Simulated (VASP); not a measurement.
# HfN (Imm2) in VASP: further runs

The runs below take HfN through single point, with PBE.

Program: VASP 6.6.1. These are calculated values, not measurements. Logs are shortened: lines on timing, memory, paths and dates and some standing lists are left out, and cuts for length are marked.

## (1) The cell of the first run

The structure is orthorhombic, space group Imm2 (No. 44). The conventional cell has a = 3.472 Å, b = 3.472 Å, c = 4.910 Å, α = 90.00°, β = 90.00°, γ = 90.00°. Hf (site symmetry mm2) has 4 N at 2.08 to 2.18 Å within 2.7 Å. N (site symmetry mm2) has 4 Hf at 2.08 to 2.18 Å within 2.7 Å.

## (2) Single point, PBE (all Hf atoms moved +0.087 Å, as atom 1 along Cartesian [0 0 1])

Contents of INCAR:

```
PREC = Accurate
ENCUT = 520
EDIFF = 1E-7
ISMEAR = 0
SIGMA = 0.15
LREAL = False
LASPH = True
NELM = 60
ALGO = Normal
ISIF = 2
LWAVE = False
LCHARG = False
GGA = PE
NBANDS = 14
```

Contents of KPOINTS:

```
regular mesh
0
Gamma
  16 16 16
```

Contents of POSCAR:

```
HfN
1.0
    0.0000000000      2.4548220000      2.4548220000
    2.4548220000      0.0000000000      2.4548220000
    2.4548220000      2.4548220000      0.0000000000
Hf N
1 1
Direct
    0.0178220661      0.0178220661     -0.0178220661
    0.7500000000      0.7500000000      0.7500000000
```

Potentials or basis: VASP PAW PBE potentials, release 64 (Hf_pv, N).

The run is started by

```bash
$ cat potpaw_PBE.64/Hf_pv/POTCAR potpaw_PBE.64/N/POTCAR > POTCAR
$ mpirun -np 1 vasp_std > vasp.out
```

OUTCAR:

```text
PREC = Accurate
   ENCUT = 520
   EDIFF = 1E-7
   ISMEAR = 0
   LREAL = False
   LASPH = True
   NELM = 60
   ISIF = 2
   GGA = PE

 ion  position               nearest neighbor table
   1  0.018  0.018  0.982-   2 2.08   2 2.08   2 2.18   2 2.18
   2  0.750  0.750  0.750-   1 2.08   1 2.08   1 2.18   1 2.18

  LATTYP: Found a face centered cubic cell.
 ALAT       =     4.9096440000

  Lattice vectors:

 A1 = (   0.0000000000,   2.4548220000,   2.4548220000)
 A2 = (   2.4548220000,   0.0000000000,   2.4548220000)
 A3 = (   2.4548220000,   2.4548220000,   0.0000000000)

Analysis of symmetry for initial positions (statically):
=====================================================================
 Subroutine PRICEL returns:
 Original cell was already a primitive cell.

 Routine SETGRP: Setting up the symmetry group for a
 face centered cubic supercell.

 Subroutine GETGRP returns: Found  4 space group operations
 (whereof  4 operations were pure point group operations)
 out of a pool of 48 trial point group operations.

The static configuration has the point symmetry C_2v.

Analysis of symmetry for dynamics (positions and initial velocities):
=====================================================================
 Subroutine PRICEL returns:
 Original cell was already a primitive cell.

 Routine SETGRP: Setting up the symmetry group for a
 face centered cubic supercell.

 Subroutine GETGRP returns: Found  4 space group operations
 (whereof  4 operations were pure point group operations)
 out of a pool of 48 trial point group operations.

The dynamic configuration has the point symmetry C_2v.

 Subroutine INISYM returns: Found  4 space group operations
 (whereof  4 operations are pure point group operations),
 and found     1 'primitive' translations

----------------------------------------------------------------------------------------

                                     Primitive cell

  volume of cell :      29.5863

  direct lattice vectors                    reciprocal lattice vectors
     0.000000000  2.454822000  2.454822000    -0.203680756  0.203680756  0.203680756
     2.454822000  0.000000000  2.454822000     0.203680756 -0.203680756  0.203680756
     2.454822000  2.454822000  0.000000000     0.203680756  0.203680756 -0.203680756

  length of vectors
     3.471642566  3.471642566  3.471642566     0.352785417  0.352785417  0.352785417

  position of ions in fractional coordinates (direct lattice)
     0.017822066  0.017822066  0.982177934
     0.750000000  0.750000000  0.750000000

  ion indices of the primitive-cell ions
   primitive index   ion index
                 1           1
                 2           2

----------------------------------------------------------------------------------------

 KPOINTS: regular mesh

Automatic generation of k-mesh.
 Grid dimensions read from file:
 generate k-points for:   16   16   16

 Generating k-lattice:

  Cartesian coordinates                     Fractional coordinates (reciprocal lattice)
    -0.012730047  0.012730047  0.012730047     0.062500000  0.000000000  0.000000000
     0.012730047 -0.012730047  0.012730047     0.000000000  0.062500000  0.000000000
     0.012730047  0.012730047 -0.012730047     0.000000000  0.000000000  0.062500000

  Length of vectors
     0.022049089  0.022049089  0.022049089

  Shift w.r.t. Gamma in fractional coordinates (k-lattice)
     0.000000000  0.000000000  0.000000000

 Subroutine IBZKPT returns following result:
 ===========================================

 Found    621 irreducible k-points:

 Following reciprocal coordinates:
            Coordinates               Weight
  0.000000  0.000000  0.000000      1.000000
  0.062500  0.000000  0.000000      4.000000
  0.000000  0.000000  0.062500      4.000000
  0.125000  0.000000  0.000000      4.000000
  0.000000  0.000000  0.125000      4.000000
  0.187500  0.000000  0.000000      4.000000
[... 16 lines left out ...]
  0.062500  0.062500 -0.062500      4.000000
  0.187500  0.062500  0.000000      4.000000
 [... further k-points ...]
   k-points           NKPTS =    621   k-points in BZ     NKDIM =    621   number of bands    NBANDS=     14
   number of dos      NEDOS =    301   number of ions     NIONS =      2
   total plane-waves  NPLWV =  21952
   dimension x,y,z NGX =    28 NGY =   28 NGZ =   28
   dimension x,y,z NGXF=    56 NGYF=   56 NGZF=   56
   ions per type =               1   1
   NGX,Y,Z   is equivalent  to a cutoff of  13.41, 13.41, 13.41 a.u.
   NGXF,Y,Z  is equivalent  to a cutoff of  26.82, 26.82, 26.82 a.u.
 SYSTEM =  unknown system
   PREC   = accura    normal or accurate (medium, high low for compatibility)
   ISTART =      0    job   : 0-new  1-cont  2-samecut
   ICHARG =      2    charge: 1-file 2-atom 10-const
   ISPIN  =      1    spin polarized calculation?
   LNONCOLLINEAR =      F non collinear calculations
   LSORBIT =      F    spin-orbit coupling
   LASPH  =      T    aspherical Exc in radial PAW
   ENCUT  =  520.0 eV  38.22 Ry    6.18 a.u.   6.45  6.45  6.45*2*pi/ulx,y,z
   NELM   =     60;   NELMIN=  2; NELMDL= -5     # of ELM steps
   EDIFF  = 0.1E-06   stopping-criterion for ELM
   LREAL  =      F    real-space projection
   EDIFFG = 0.1E-05   stopping-criterion for IOM
   NSW    =      0    number of steps for IOM
   IBRION =     -1    ionic relax: 0-MD 1-quasi-New 2-CG
   NFREE  =      0    steps in history (QN), initial steepest desc. (CG)
   ISIF   =      2    stress and relaxation
   ISYM   =      2    0-nonsym 1-usesym 2-fastsym
   POTIM  = 0.5000    time-step for ionic-motion
   TEBEG  =    0.0;   TEEND  =   0.0 temperature during run
   PSTRESS=    0.0 pullay stress
   NELECT =      15.0000    total number of electrons
   NUPDOWN=      -1.0000    fix difference up-down
   EMIN   =  10.00;   EMAX   =-10.00  energy-range for DOS
   EFERMI =   0.00;   METHOD = LEGACY
   ISMEAR =     0;   SIGMA  =   0.15  broadening in eV -4-tet -1-fermi 0-gaus
   EFERMI_NEDOS =   21; number of points for ismear=-14 and -15
   IALGO  =     38    algorithm
   IMIX   =      4    mixing-type and parameters
     AMIX     =   0.40;   BMIX     =  1.00
     AMIX_MAG =   1.60;   BMIX_MAG =  1.00
  volume/ion in A,a.u.               =      14.79        99.83
  Fermi-wavevector in a.u.,A,eV,Ry     =   1.305395  2.466839 23.185087  1.704056
  Thomas-Fermi vector in A             =   2.436267
   LORBIT       =      0    0 simple, 1 ext, 2 COOP (PROOUT), +10 PAW based schemes
   GGA     = PE    functional components
   LHFCALC =     F    Hartree Fock is set to
   AEXX    =    0.0000 exact exchange contribution
   IVDW    =     0    specifies the selected vdW correction
   LEPSILON=     F    determine dielectric tensor
   LRPA    =     F    only Hartree local field effects (RPA)
 non-spin polarized calculation
 Gauss-broadening in eV      SIGMA  =   0.15
  energy-cutoff  :      520.00
  volume of cell :       29.59
 maximum number of plane-waves:       821
 NGX is ok and might be reduce to    28
   NGX = 13   NGY = 13   NGZ = 13

 number of electron      15.0000001 magnetization

 Free energy of the ion-electron system (eV)
  ---------------------------------------------------
  ext. energy  EPLUGINS =         0.00000000
  ---------------------------------------------------
  free energy    TOTEN  =       -21.17909325 eV

  energy without entropy =      -21.17177673  energy(sigma->0) =      -21.17543499

 E-fermi :   5.7788     XC(G=0): -11.2196

 val. band max:        5.7779782181   @ k =   0.1250   0.0000   0.0000
 cond. band min:       5.7802089116   @ k =   0.0625   0.0000   0.1250
 fundamental gap:      0.0022306936
 Fermi energy:         5.7787661163

 k-point     1 :       0.0000    0.0000    0.0000
  band No.  band energies     occupation
      1     -25.3556      2.00000
      2     -25.3504      2.00000
      3     -25.3436      2.00000
      4     -10.3988      2.00000
      5       0.2042      2.00000
      6       0.2984      2.00000
      7       0.4604      2.00000
      8       5.0254      2.00000
      9       8.0000      0.00000
     10       8.0154      0.00000
     11      11.8048      0.00000
     12      12.4892      0.00000
     13      12.8617      0.00000
     14      18.0749      0.00000

 k-point     2 :       0.0625    0.0000    0.0000
  band No.  band energies     occupation
      1     -25.3739      2.00000
      2     -25.3542      2.00000
      3     -25.3460      2.00000
      4     -10.3488      2.00000
      5       0.1342      2.00000
      6       0.3161      2.00000
      7       0.4869      2.00000
      8       5.2352      2.00000
      9       7.9248      0.00000
     10       7.9355      0.00000
     11      11.9308      0.00000
     12      12.4866      0.00000
     13      12.8246      0.00000
     14      18.0427      0.00000

 k-point     3 :       0.0000    0.0000    0.0625
  band No.  band energies     occupation
      1     -25.3650      2.00000
      2     -25.3580      2.00000
      3     -25.3495      2.00000
      4     -10.3550      2.00000
      5       0.2346      2.00000
      6       0.2600      2.00000
      7       0.4219      2.00000
      8       5.2505      2.00000
      9       7.9444      0.00000
     10       7.9524      0.00000
     11      11.7666      0.00000
     12      12.5303      0.00000
     13      12.9352      0.00000
     14      18.0694      0.00000

 k-point     4 :       0.1250    0.0000    0.0000
  band No.  band energies     occupation
      1     -25.4287      2.00000
      2     -25.3617      2.00000
      3     -25.3526      2.00000
      4     -10.2082      2.00000
      5      -0.0619      2.00000
      6       0.4148      2.00000
      7       0.5596      2.00000
      8       5.7780      1.00593
      9       7.7512      0.00000
     10       7.7623      0.00000
     11      12.2137      0.00000
     12      12.2801      0.00000
     13      12.8797      0.00000
     14      16.8288      0.00000

 k-point     5 :       0.0000    0.0000    0.1250
  band No.  band energies     occupation
      1     -25.4157      2.00000
      2     -25.3649      2.00000
      3     -25.3564      2.00000
      4     -10.2324      2.00000
      5       0.0755      2.00000
      6       0.3196      2.00000
      7       0.4427      2.00000
      8       5.8335      0.60590
      9       7.8064      0.00000
     10       7.8286      0.00000
     11      11.5890      0.00000
[... 276 lines left out ...]
 k-point    22 :       0.0625    0.0000    0.1250
  band No.  band energies     occupation
      1     -25.4034      2.00000
      2     -25.3662      2.00000
      3     -25.3617      2.00000
      4     -10.2408      2.00000
      5       0.0227      2.00000
      6       0.3831      2.00000
      7       0.4443      2.00000
      8       5.7802      0.98915
      9       7.5385      0.00000
     10       8.0837      0.00000
     11      11.7542      0.00000
     12      12.5781      0.00000
     13      13.0380      0.00000
     14      17.6922      0.00000

 k-point    23 :       0.0625    0.0625   -0.0625
  band No.  band energies     occupation
      1     -25.4069      2.00000
      2     -25.3697      2.00000
      3     -25.3558      2.00000
      4     -10.2376      2.00000
      5      -0.0121      2.00000
      6       0.3376      2.00000
      7       0.5481      2.00000
      8       5.7519      1.19986
      9       7.5436      0.00000
     10       8.0701      0.00000
     11      11.7660      0.00000
     12      12.6665      0.00000
     13      12.9396      0.00000
     14      17.6286      0.00000

 k-point    24 :       0.1875    0.0625    0.0000
  band No.  band energies     occupation
      1     -25.4828      2.00000
      2     -25.3727      2.00000
      3     -25.3684      2.00000
      4     -10.0509      2.00000
      5      -0.2509      2.00000
      6       0.4904      2.00000
      7       0.6890      2.00000
      8       6.3377      0.00000
      9       7.3334      0.00000
     10       7.9852      0.00000
     11      12.0905      0.00000
     12      12.1804      0.00000
     13      13.0767      0.00000
     14      16.0143      0.00000

 [... further k-points ...]
[... 5 lines left out ...]
  --------------------------------------------------------------------------------------
  -------------------------------------------------------------------------------------
  Total        0.1124754      0.1124754      0.0326578     -0.9001946      0.0000000      0.0000000
  in kB        6.0908542      6.0908542      1.7685074    -48.7480181      0.0000000      0.0000000
  external PRESSURE =       4.6500719 kB  Pullay stress =       0.0000000 kB

 VOLUME and BASIS-vectors are now :
 -----------------------------------------------------------------------------
  energy-cutoff  :      520.00
  volume of cell :       29.59
      direct lattice vectors                 reciprocal lattice vectors
     0.000000000  2.454822000  2.454822000    -0.203680756  0.203680756  0.203680756
     2.454822000  0.000000000  2.454822000     0.203680756 -0.203680756  0.203680756
     2.454822000  2.454822000  0.000000000     0.203680756  0.203680756 -0.203680756

 POSITION                                       TOTAL-FORCE (eV/Angst)
 -----------------------------------------------------------------------------------
      2.45482      2.45482      0.08750         0.000000      0.000000     -1.018848
      3.68223      3.68223      3.68223         0.000000      0.000000      1.018848
 -----------------------------------------------------------------------------------
    total drift:                               -0.000000     -0.000000     -0.000022

  FREE ENERGIE OF THE ION-ELECTRON SYSTEM (eV)
  ---------------------------------------------------
  free  energy   TOTEN  =       -21.1790932535 eV

  energy  without entropy=      -21.1717767325  energy(sigma->0) =      -21.17543499
```

It took 1.9 min on 1 thread of Intel Xeon 6975P-C (Granite Rapids), shared host; peak memory 0.38 GiB.

Results:

| Property | Result |
| --- | --- |
| Free energy | -21.1791 eV |
| Pressure | 0.5 GPa |
| Largest force | 1.019 eV/Å |

Forces on the atoms (eV/Å):
```
Hf   0.000  0.000 -1.019
N    0.000  0.000  1.019
```

Stress tensor (GPa, compression positive):
```
 0.61 -4.87  0.00
-4.87  0.61  0.00
 0.00  0.00  0.18
```

Levels at points of the mesh, in eV from the Fermi level:
| k point | band 5 | band 6 | band 7 | band 8 | band 9 | band 10 |
| --- | --- | --- | --- | --- | --- | --- |
| (0.00, 0.00, 0.00) | -5.57 | -5.48 | -5.32 | -0.75 | 2.22 | 2.24 |
| (0.50, 0.00, 0.00) | -5.72 | -4.83 | -4.65 | 1.23 | 2.38 | 3.01 |
| (0.00, 0.00, 0.50) | -5.73 | -5.08 | -4.91 | 1.80 | 2.49 | 3.01 |
| (0.50, 0.50, 0.00) | -6.88 | -3.72 | -3.52 | -1.19 | 2.27 | 4.03 |
| (0.00, 0.50, 0.50) | -6.90 | -3.65 | -3.62 | -1.12 | 2.19 | 4.02 |

Caveat: the cell differs from its parent crystal (all Hf atoms moved +0.087 Å, as atom 1 along Cartesian [0 0 1]); spin-orbit coupling is left out, which moves the levels of the heavy elements; forces of over 1 eV/Å act on the atoms, so gaps and moduli don't describe the material at rest.

[end of part 1 of 2]
